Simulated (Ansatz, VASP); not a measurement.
PdRhC6N6 in VASP and in Ansatz

File INCAR:

```
SYSTEM = PdRhC6N6
ALGO = Normal
EDIFF = 1E-6
ENCUT = 520
GGA = PE
ISIF = 2
ISMEAR = 0
ISPIN = 2
LASPH = .True.
LCHARG = .False.
LMAXMIX = 4
LORBIT = 11
LREAL = .False.
LWAVE = .False.
MAGMOM = 0 1 0 0 0 0 0 0 0 0 0 0 0 0
NBANDS = 56
NELM = 150
PREC = Accurate
SIGMA = 0.1
```

File KPOINTS:

```
k-points
0
Gamma
  4 4 4
  0 0 0
```

The input POSCAR:

```
PdRhC6N6
1.0
    0.0000000000      5.1170000000      5.1170000000
    5.1170000000      0.0000000000      5.1170000000
    5.1170000000      5.1170000000      0.0000000000
Pd Rh C N
1 1 6 6
Direct
    0.5000000000      0.5000000000      0.5000000000
    0.0000000000      0.0000000000      0.0000000000
    0.8126832100      0.1873167900      0.1873167900
    0.1873167900      0.8126832100      0.1873167900
    0.1873167900      0.1873167900      0.8126832100
    0.1873167900      0.8126832100      0.8126832100
    0.8126832100      0.1873167900      0.8126832100
    0.8126832100      0.8126832100      0.1873167900
    0.6983584100      0.3016415900      0.3016415900
    0.3016415900      0.6983584100      0.3016415900
    0.3016415900      0.3016415900      0.6983584100
    0.3016415900      0.6983584100      0.6983584100
    0.6983584100      0.3016415900      0.6983584100
    0.6983584100      0.6983584100      0.3016415900
```

Input for Ansatz:

```yaml
crystal:
  lattice:
    - [0.0, 5.117, 5.117]
    - [5.117, 0.0, 5.117]
    - [5.117, 5.117, 0.0]
  atoms:
    - { symbol: Pd, position: [0.5, 0.5, 0.5] }
    - { symbol: Rh, position: [0.0, 0.0, 0.0], spin: 1.0 }
    - { symbol: C, position: [0.81268321, 0.18731679, 0.18731679] }
    - { symbol: C, position: [0.18731679, 0.81268321, 0.18731679] }
    - { symbol: C, position: [0.18731679, 0.18731679, 0.81268321] }
    - { symbol: C, position: [0.18731679, 0.81268321, 0.81268321] }
    - { symbol: C, position: [0.81268321, 0.18731679, 0.81268321] }
    - { symbol: C, position: [0.81268321, 0.81268321, 0.18731679] }
    - { symbol: "N", position: [0.69835841, 0.30164159, 0.30164159] }
    - { symbol: "N", position: [0.30164159, 0.69835841, 0.30164159] }
    - { symbol: "N", position: [0.30164159, 0.30164159, 0.69835841] }
    - { symbol: "N", position: [0.30164159, 0.69835841, 0.69835841] }
    - { symbol: "N", position: [0.69835841, 0.30164159, 0.69835841] }
    - { symbol: "N", position: [0.69835841, 0.69835841, 0.30164159] }
basis:
  ecutwfc: 420
kpoints:
  mp_grid: { grid: [4, 4, 4] }
hamiltonian:
  xc: pbe
scf:
  occupations: { method: gaussian, width: 0.1 }
  lower_state_search: "off"
output:
  forces: true
  stress: true
  eigenvalues: true
  populations: true
magnetization:
  spin_polarized: true
```

Alike in both runs: task single point; functional PBE; k mesh 4 × 4 × 4; occupations gaussian, width 0.1 eV; collinear spin.

|  | VASP | Ansatz |
| --- | --- | --- |
| version | VASP 6.6.1 | Ansatz 0.2.0 |
| potentials or method | VASP PAW PBE potentials, release 64 (Pd, Rh_pv, C, N), cutoff 520 eV | scalar-relativistic, plane waves, PAW |
| valence electrons in the cell | 79 | 89 |

```tsv
	VASP	Ansatz	Ansatz less VASP
gap on the k mesh at the Fermi level (eV)	none	none	-
pressure (GPa)	5.3	5.0	-0.23
rms of the force components (eV/Å)	0.974	1.166	+0.1926
net moment per atom (μB)	0.07	0.07	0.000
size of the moment on the site where the two differ most (μB)	0.60	0.57	-0.026
```

Site moments also hang on the region over which each program counts them. Atom by atom the forces differ by 0.208 eV/Å (rms over components). A gap of «none» marks a metal or a gap that the smearing closes. VASP's potentials hold 79 valence electrons a cell and Ansatz's 89, so a difference there can come from the potentials and not from the codes.

Noted on VASP's run: the standard files for N, O and F lose accuracy on very short bonds.
